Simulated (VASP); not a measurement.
Wanted: the native input for a VASP 6.6.1 run.

| Item | Value |
| --- | --- |
| Task | single point |
| Functional | PBE |
| Potentials or basis | VASP PAW PBE potentials, release 64 (K_sv, Si, I) |
| Cutoff | 520 eV |
| k mesh | 4 × 4 × 4 |
| Occupations | gaussian, width 0.1 eV |
| Spin | no spin polarisation |
| Dipole correction | no |
| Further INCAR settings | ALGO = Normal; EDIFF = 1e-06; NBANDS = 22 |

The structure of KSi3I lies in POSCAR:

```
KSi3I
1.0
    5.2611634400      0.0000000000      0.0000000000
    0.0000000000      5.2611634400      0.0000000000
    0.0000000000      0.0000000000      5.2611634400
K Si I
1 3 1
Direct
    0.0000000000      0.0000000000      0.0000000000
    0.0000000000      0.5000000000      0.5000000000
    0.5000000000      0.0000000000      0.5000000000
    0.5000000000      0.5000000000      0.0000000000
    0.5000000000      0.5000000000      0.5000000000
```

The cell was built from a structure type or drawn by symmetry, and may not be a known phase.

These files were run (other wordings do the same):

INCAR

```
SYSTEM = KSi3I
PREC = Accurate
ENCUT = 520
EDIFF = 1E-6
ISMEAR = 0
SIGMA = 0.1
LREAL = .FALSE.
LASPH = .TRUE.
NELM = 60
ALGO = Normal
ISIF = 2
LWAVE = .FALSE.
LCHARG = .TRUE.
GGA = PE
LELF = .TRUE.
LVHAR = .TRUE.
NBANDS = 22
```

KPOINTS

```
Automatic mesh
0
G
  4 4 4
  0 0 0
```

Potentials or basis: VASP PAW PBE potentials, release 64 (K_sv, Si, I).

Launch:

```sh
$ cat potpaw_PBE.64/K_sv/POTCAR potpaw_PBE.64/Si/POTCAR potpaw_PBE.64/I/POTCAR > POTCAR
$ mpirun -np 1 vasp_std > vasp.out
```

It gave:

- Pressure: 5.4 GPa
- Band gap on the k mesh: zero (bands 14 and 15 overlap by 0.80 eV)

Caveat: the cell stands under pressure; spin-orbit coupling is left out, which moves the levels of the heavy elements.

Run time: 16 s on 1 thread of Intel(R) Xeon(R) 6975P-C (Granite Rapids), with other jobs on the host, peak memory 0.25 GiB.
